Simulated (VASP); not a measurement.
# Al2Ru (I4/mmm) in VASP: notebook

Runs on Al2Ru. Level: PBEsol. Tasks: single point.

Everything below comes from runs of VASP 6.6.1. Logs are shortened: lines on timing, memory, paths and dates and some standing lists are left out, and cuts for length are marked.

**1. The cell of the first run**

It takes space group I4/mmm (No. 139, tetragonal). Conventional cell: a = 3.057 Å, b = 3.057 Å, c = 8.271 Å, α = 90.00°, β = 90.00°, γ = 90.00°. Within 3.3 Å of Ru (site symmetry 4/mmm) lie 10 Al at 2.53 to 2.82 Å and 4 Ru at 3.06 Å. Al (site symmetry 4mm) has 5 Ru at 2.53 to 2.82 Å and 9 Al at 2.63 to 3.06 Å within 3.3 Å.

**2. Single point, PBEsol (volume scaled by 0.94)**

INCAR reads:

```
SYSTEM = Al2Ru
PREC = Accurate
ENCUT = 520
EDIFF = 1E-7
ISMEAR = -1
SIGMA = 0.05
LREAL = .False.
LASPH = .True.
NELM = 80
ALGO = Fast
ISIF = 2
LWAVE = .False.
LCHARG = .False.
GGA = PS
NBANDS = 17
```

KPOINTS reads:

```
Automatic mesh
0
Gamma
  12 12 12
  0 0 0
```

POSCAR reads:

```
Al2Ru
1.0
   -1.5285673427      1.5285673427      4.1356221097
    1.5285673427     -1.5285673427      4.1356221097
    1.5285673427      1.5285673427     -4.1356221097
Ru Al
1 2
Direct
    0.0000000000      0.0000000000      0.0000000000
    0.3407978100      0.3407978100      0.0000000000
    0.6592021900      0.6592021900      0.0000000000
```

Potentials or basis: VASP PAW PBE potentials, release 64 (Ru_pv, Al).

Command:

```bash
> cat potpaw_PBE.64/Ru_pv/POTCAR potpaw_PBE.64/Al/POTCAR > POTCAR
> mpirun -np 1 vasp_std > vasp.out
```

OUTCAR:

```text
SYSTEM = Al2Ru
   PREC = Accurate
   ENCUT = 520
   EDIFF = 1E-7
   ISMEAR = -1
   LREAL = .False.
   LASPH = .True.
   NELM = 80
   ISIF = 2
   GGA = PS

 ion  position               nearest neighbor table
   1  0.000  0.000  0.000-   3 2.53   3 2.53   2 2.53   2 2.53   2 2.53   3 2.53   3 2.53   2 2.53
                             2 2.82   3 2.82
   2  0.341  0.341  0.000-   1 2.53   1 2.53   1 2.53   1 2.53   3 2.63   3 2.63   3 2.63   3 2.63
                             3 2.63   1 2.82
   3  0.659  0.659  0.000-   1 2.53   1 2.53   1 2.53   1 2.53   2 2.63   2 2.63   2 2.63   2 2.63
                             2 2.63   1 2.82

  LATTYP: Found a body centered tetragonal cell.
 ALAT       =     3.0571346854
 C/A-ratio  =     2.7055544065

  Lattice vectors:

 A1 = (  -1.5285673427,   1.5285673427,   4.1356221097)
 A2 = (   1.5285673427,  -1.5285673427,   4.1356221097)
 A3 = (   1.5285673427,   1.5285673427,  -4.1356221097)

Analysis of symmetry for initial positions (statically):
=====================================================================
 Subroutine PRICEL returns:
 Original cell was already a primitive cell.

 Routine SETGRP: Setting up the symmetry group for a
 body centered tetragonal supercell.

 Subroutine GETGRP returns: Found 16 space group operations
 (whereof 16 operations were pure point group operations)
 out of a pool of 16 trial point group operations.

The static configuration has the point symmetry D_4h.

Analysis of symmetry for dynamics (positions and initial velocities):
=====================================================================
 Subroutine PRICEL returns:
 Original cell was already a primitive cell.

 Routine SETGRP: Setting up the symmetry group for a
 body centered tetragonal supercell.

 Subroutine GETGRP returns: Found 16 space group operations
 (whereof 16 operations were pure point group operations)
 out of a pool of 16 trial point group operations.

The dynamic configuration has the point symmetry D_4h.

 Subroutine INISYM returns: Found 16 space group operations
 (whereof 16 operations are pure point group operations),
 and found     1 'primitive' translations

----------------------------------------------------------------------------------------

                                     Primitive cell

  volume of cell :      38.6518

  direct lattice vectors                    reciprocal lattice vectors
    -1.528567343  1.528567343  4.135622110     0.000000000  0.327103678  0.120900795
     1.528567343 -1.528567343  4.135622110     0.327103678  0.000000000  0.120900795
     1.528567343  1.528567343 -4.135622110     0.327103678  0.327103678  0.000000000

  length of vectors
     4.666519739  4.666519739  4.666519739     0.348731728  0.348731728  0.462594458

  position of ions in fractional coordinates (direct lattice)
     0.000000000  0.000000000  0.000000000
     0.340797810  0.340797810  0.000000000
     0.659202190  0.659202190  0.000000000

  ion indices of the primitive-cell ions
   primitive index   ion index
                 1           1
                 2           2
                 3           3

----------------------------------------------------------------------------------------

 KPOINTS: Automatic mesh

Automatic generation of k-mesh.
 Grid dimensions read from file:
 generate k-points for:   12   12   12

 Generating k-lattice:

  Cartesian coordinates                     Fractional coordinates (reciprocal lattice)
     0.000000000  0.027258640  0.010075066     0.083333333  0.000000000 -0.000000000
     0.027258640  0.000000000  0.010075066     0.000000000  0.083333333 -0.000000000
     0.027258640  0.027258640  0.000000000     0.000000000  0.000000000  0.083333333

  Length of vectors
     0.029060977  0.029060977  0.038549538

  Shift w.r.t. Gamma in fractional coordinates (k-lattice)
     0.000000000  0.000000000  0.000000000

 Subroutine IBZKPT returns following result:
 ===========================================

 Found    163 irreducible k-points:

 Following reciprocal coordinates:
            Coordinates               Weight
  0.000000  0.000000  0.000000      1.000000
  0.083333  0.000000  0.000000      8.000000
  0.166667  0.000000  0.000000      8.000000
  0.250000  0.000000  0.000000      8.000000
  0.333333  0.000000 -0.000000      8.000000
  0.416667 -0.000000  0.000000      8.000000
[... 16 lines left out ...]
  0.500000  0.166667 -0.000000     16.000000
 -0.416667  0.166667 -0.000000     16.000000
 [... further k-points ...]
   k-points           NKPTS =    163   k-points in BZ     NKDIM =    163   number of bands    NBANDS=     17
   number of dos      NEDOS =    301   number of ions     NIONS =      3
   total plane-waves  NPLWV =  46656
   dimension x,y,z NGX =    36 NGY =   36 NGZ =   36
   dimension x,y,z NGXF=    72 NGYF=   72 NGZF=   72
   ions per type =               1   2
   NGX,Y,Z   is equivalent  to a cutoff of  12.83, 12.83, 12.83 a.u.
   NGXF,Y,Z  is equivalent  to a cutoff of  25.65, 25.65, 25.65 a.u.
 SYSTEM =  Al2Ru
   PREC   = accura    normal or accurate (medium, high low for compatibility)
   ISTART =      0    job   : 0-new  1-cont  2-samecut
   ICHARG =      2    charge: 1-file 2-atom 10-const
   ISPIN  =      1    spin polarized calculation?
   LNONCOLLINEAR =      F non collinear calculations
   LSORBIT =      F    spin-orbit coupling
   LASPH  =      T    aspherical Exc in radial PAW
   ENCUT  =  520.0 eV  38.22 Ry    6.18 a.u.   8.68  8.68  8.68*2*pi/ulx,y,z
   NELM   =     80;   NELMIN=  2; NELMDL= -5     # of ELM steps
   EDIFF  = 0.1E-06   stopping-criterion for ELM
   LREAL  =      F    real-space projection
   EDIFFG = 0.1E-05   stopping-criterion for IOM
   NSW    =      0    number of steps for IOM
   IBRION =     -1    ionic relax: 0-MD 1-quasi-New 2-CG
   NFREE  =      0    steps in history (QN), initial steepest desc. (CG)
   ISIF   =      2    stress and relaxation
   ISYM   =      2    0-nonsym 1-usesym 2-fastsym
   POTIM  = 0.5000    time-step for ionic-motion
   TEBEG  =    0.0;   TEEND  =   0.0 temperature during run
   PSTRESS=    0.0 pullay stress
   NELECT =      20.0000    total number of electrons
   NUPDOWN=      -1.0000    fix difference up-down
   EMIN   =  10.00;   EMAX   =-10.00  energy-range for DOS
   EFERMI =   0.00;   METHOD = LEGACY
   ISMEAR =    -1;   SIGMA  =   0.05  broadening in eV -4-tet -1-fermi 0-gaus
   EFERMI_NEDOS =   21; number of points for ismear=-14 and -15
   IALGO  =     68    algorithm
   IMIX   =      4    mixing-type and parameters
     AMIX     =   0.40;   BMIX     =  1.00
     AMIX_MAG =   1.60;   BMIX_MAG =  1.00
  volume/ion in A,a.u.               =      12.88        86.95
  Fermi-wavevector in a.u.,A,eV,Ry     =   1.314301  2.483669 23.502528  1.727387
  Thomas-Fermi vector in A             =   2.444563
   LORBIT       =      0    0 simple, 1 ext, 2 COOP (PROOUT), +10 PAW based schemes
   GGA     = PS    functional components
   LHFCALC =     F    Hartree Fock is set to
   AEXX    =    0.0000 exact exchange contribution
   IVDW    =     0    specifies the selected vdW correction
   LEPSILON=     F    determine dielectric tensor
   LRPA    =     F    only Hartree local field effects (RPA)
 non-spin polarized calculation
 RMM-DIIS sequential band-by-band and
  energy-cutoff  :      520.00
  volume of cell :       38.65
 maximum number of plane-waves:      1056
   NGX = 17   NGY = 17   NGZ = 17

 number of electron      20.0000000 magnetization

 Free energy of the ion-electron system (eV)
  ---------------------------------------------------
  ext. energy  EPLUGINS =         0.00000000
  ---------------------------------------------------
  free energy    TOTEN  =       -20.24070482 eV

  energy without entropy =      -20.23893896  energy(sigma->0) =      -20.23982189

 E-fermi :  11.3840     XC(G=0): -12.3149

 val. band max:       11.3803524897   @ k =   0.5000   0.5000   0.1667
 cond. band min:      11.4607759157   @ k =  -0.4167  -0.4167   0.0833
 fundamental gap:      0.0804234260
 Fermi energy:        11.3840322110

 k-point     1 :       0.0000    0.0000    0.0000
  band No.  band energies     occupation
      1     -31.2564      2.00000
      2     -31.2564      2.00000
      3     -31.1878      2.00000
      4       0.0354      2.00000
      5       5.5838      2.00000
      6       7.2075      2.00000
[... 9 lines left out ...]
     16      17.9701      0.00000
     17      19.6214      0.00000

 k-point     2 :       0.0833    0.0000    0.0000
  band No.  band energies     occupation
      1     -31.2679      2.00000
      2     -31.2554      2.00000
      3     -31.1867      2.00000
      4       0.1724      2.00000
      5       5.6519      2.00000
      6       7.2589      2.00000
[... 9 lines left out ...]
     16      18.4652      0.00000
     17      20.6308      0.00000

 k-point     3 :       0.1667    0.0000    0.0000
  band No.  band energies     occupation
      1     -31.2993      2.00000
      2     -31.2527      2.00000
      3     -31.1836      2.00000
      4       0.5767      2.00000
      5       5.8277      2.00000
      6       7.3689      2.00000
[... 9 lines left out ...]
     16      19.4543      0.00000
     17      22.3563      0.00000

 k-point     4 :       0.2500    0.0000    0.0000
  band No.  band energies     occupation
      1     -31.3420      2.00000
      2     -31.2489      2.00000
      3     -31.1794      2.00000
      4       1.2282      2.00000
      5       5.9993      2.00000
      6       7.1868      2.00000
[... 9 lines left out ...]
     16      20.7587      0.00000
     17      22.2174      0.00000
[... 343 lines left out ...]
      1     -31.4101      2.00000
      2     -31.2840      2.00000
      3     -31.1683      2.00000
      4       3.6996      2.00000
      5       5.2990      2.00000
      6       6.6535      2.00000
[... 9 lines left out ...]
     16      21.0044      0.00000
     17      21.5802      0.00000

 k-point    23 :       0.5000    0.1667   -0.0000
  band No.  band energies     occupation
      1     -31.4213      2.00000
      2     -31.2829      2.00000
      3     -31.1670      2.00000
      4       4.3053      2.00000
      5       4.7285      2.00000
      6       6.7372      2.00000
[... 9 lines left out ...]
     16      21.1669      0.00000
     17      21.3556      0.00000

 k-point    24 :      -0.4167    0.1667   -0.0000
  band No.  band energies     occupation
      1     -31.4101      2.00000
      2     -31.2840      2.00000
      3     -31.1679      2.00000
      4       3.2975      2.00000
      5       5.5584      2.00000
      6       7.0376      2.00000
[... 9 lines left out ...]
     16      20.0267      0.00000
     17      22.1470      0.00000

 [... further k-points ...]
[... 5 lines left out ...]
  --------------------------------------------------------------------------------------
  -------------------------------------------------------------------------------------
  Total        3.0314982      3.0314982      3.0007009      0.0000000      0.0000000      0.0000000
  in kB      125.6602435    125.6602435    124.3836513      0.0000000      0.0000000      0.0000000
  external PRESSURE =     125.2347128 kB  Pullay stress =       0.0000000 kB

 VOLUME and BASIS-vectors are now :
 -----------------------------------------------------------------------------
  energy-cutoff  :      520.00
  volume of cell :       38.65
      direct lattice vectors                 reciprocal lattice vectors
    -1.528567343  1.528567343  4.135622110     0.000000000  0.327103678  0.120900795
     1.528567343 -1.528567343  4.135622110     0.327103678  0.000000000  0.120900795
     1.528567343  1.528567343 -4.135622110     0.327103678  0.327103678  0.000000000

 POSITION                                       TOTAL-FORCE (eV/Angst)
 -----------------------------------------------------------------------------------
      0.00000      0.00000      0.00000        -0.000000     -0.000000      0.000000
      0.00000      0.00000      2.81882        -0.000000     -0.000000     -0.172633
      0.00000      0.00000      5.45242         0.000000      0.000000      0.172633
 -----------------------------------------------------------------------------------
    total drift:                                0.000000     -0.000000      0.000000

  FREE ENERGIE OF THE ION-ELECTRON SYSTEM (eV)
  ---------------------------------------------------
  free  energy   TOTEN  =       -20.2407048179 eV

  energy  without entropy=      -20.2389389552  energy(sigma->0) =      -20.23982189
```

It took 3.7 min on 1 thread of Intel Xeon Platinum 8488C (Sapphire Rapids), shared host; peak memory 0.28 GiB.

Results:

| Quantity | Value |
| --- | --- |
| Free energy | -20.2407 eV |
| Pressure | 12.5 GPa |
| Largest force | 0.173 eV/Å |
| Band gap on the k mesh | zero (band 10 reaches 11.54 eV, above the bottom of band 11 at 11.38 eV) |

Forces on the atoms (eV/Å):
```
Ru   0.000  0.000  0.000
Al   0.000  0.000 -0.173
Al   0.000  0.000  0.173
```

Caveat: the PAW data sets were made with another functional, which shifts forces and pressure a little.

**3. Single point, PBEsol (volume scaled by 0.96)**

INCAR reads:

```
ALGO = Fast
EDIFF = 1E-6
ENCUT = 520
GGA = PS
ISIF = 2
ISMEAR = -1
LASPH = T
LCHARG = T
LELF = T
LREAL = F
LVHAR = T
LWAVE = F
NBANDS = 17
NELM = 80
PREC = Accurate
SIGMA = 0.05
```

KPOINTS reads:

```
k-points
0
Gamma
  12 12 12
```

POSCAR reads:

```
Al2Ru
1.0
   -1.5393322561      1.5393322561      4.1647471686
    1.5393322561     -1.5393322561      4.1647471686
    1.5393322561      1.5393322561     -4.1647471686
Ru Al
1 2
Direct
    0.0000000000      0.0000000000      0.0000000000
    0.3407978100      0.3407978100      0.0000000000
    0.6592021900      0.6592021900      0.0000000000
```

Potentials or basis: VASP PAW PBE potentials, release 64 (Ru_pv, Al).

Command:

```bash
> cat potpaw_PBE.64/Ru_pv/POTCAR potpaw_PBE.64/Al/POTCAR > POTCAR
> mpirun -np 1 vasp_std > vasp.out
```

Run time: 5 min. Hardware: 1 thread of Intel Xeon Platinum 8488C (Sapphire Rapids), shared host; peak memory 0.28 GiB.

The run converged. Its results:

```
Free energy            : -20.2927 eV
Pressure               : 7.8 GPa
Largest force          : 0.094 eV/Å
Band gap on the k mesh : zero (band 10 reaches 11.24 eV, above the bottom of band 11 at 11.08 eV)
```

Forces on the atoms (eV/Å):
```
Ru   0.000  0.000  0.000
Al   0.000  0.000 -0.094
Al   0.000  0.000  0.094
```

Stress tensor (GPa, compression positive):
```
7.87 0.00 0.00
0.00 7.87 0.00
0.00 0.00 7.55
```

Levels at points of the mesh, in eV from the Fermi level:
| k point | band 7 | band 8 | band 9 | band 10 | band 11 | band 12 | band 13 | band 14 |
| --- | --- | --- | --- | --- | --- | --- | --- | --- |
| (0.00, 0.00, 0.00) | -2.07 | -2.07 | -1.98 | -0.98 | 2.55 | 4.60 | 6.30 | 6.30 |
| (0.50, 0.00, 0.00) | -3.09 | -2.82 | -2.67 | -1.49 | 0.65 | 3.25 | 5.17 | 7.17 |
| (0.50, 0.50, 0.00) | -3.59 | -3.22 | -1.23 | -0.35 | 0.33 | 1.99 | 2.08 | 4.82 |
| (0.50, 0.50, 0.50) | -2.77 | -1.62 | -1.62 | -0.96 | 3.27 | 3.27 | 6.35 | 6.67 |

Caveat: the PAW data sets were made with another functional, which shifts forces and pressure a little.
